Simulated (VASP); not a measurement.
Wanted: the native input for a VASP 6.6.1 run.

* Task: single point
* Functional: PBEsol
* Potentials or basis: VASP PAW PBE potentials, release 64 (Ti_sv)
* Cutoff: 520 eV
* k mesh: 10 × 10 × 10
* Occupations: gaussian, width 0.15 eV
* Spin: no spin polarisation
* Dipole correction: no
* Further INCAR settings: ALGO = Fast; EDIFF = 1e-06; NBANDS = 12

The structure of Ti lies in POSCAR:

```
Ti
1.0
    0.0000000000      1.9691000000      2.0909000000
    1.9691000000      0.0000000000      2.0909000000
    1.9691000000      1.9691000000      0.0000000000
Ti
1
Direct
    0.0000000000      0.0000000000      0.0000000000
```

This cell differs from its parent crystal: strain -0.030 along x and y, +0.030 along z.

One way to write it, as run:

INCAR

```
PREC = Accurate ; ENCUT = 520
EDIFF = 1E-6 ; ISMEAR = 0
SIGMA = 0.15 ; LREAL = False
LASPH = True ; NELM = 80
ALGO = Fast ; ISIF = 2
LWAVE = False ; LCHARG = False
GGA = PS ; NBANDS = 12
```

KPOINTS

```
Automatic mesh
0
Gamma
  10 10 10
```

Potentials or basis: VASP PAW PBE potentials, release 64 (Ti_sv).

Command:

```console
$ cat potpaw_PBE.64/Ti_sv/POTCAR > POTCAR
$ mpirun -np 1 vasp_std > vasp.out
```

Results of the run:

- Pressure: 3.0 GPa
- Band gap on the k mesh: zero (band 6 reaches 9.58 eV, above the bottom of band 7 at 8.42 eV)

Caveat: the cell differs from its parent crystal (strain -0.030 along x and y, +0.030 along z); the PAW data sets were made with another functional, which shifts forces and pressure a little.

Wall time 13 s on 1 thread of Intel Xeon 6975P-C, on a shared host, peak memory 0.15 GiB.
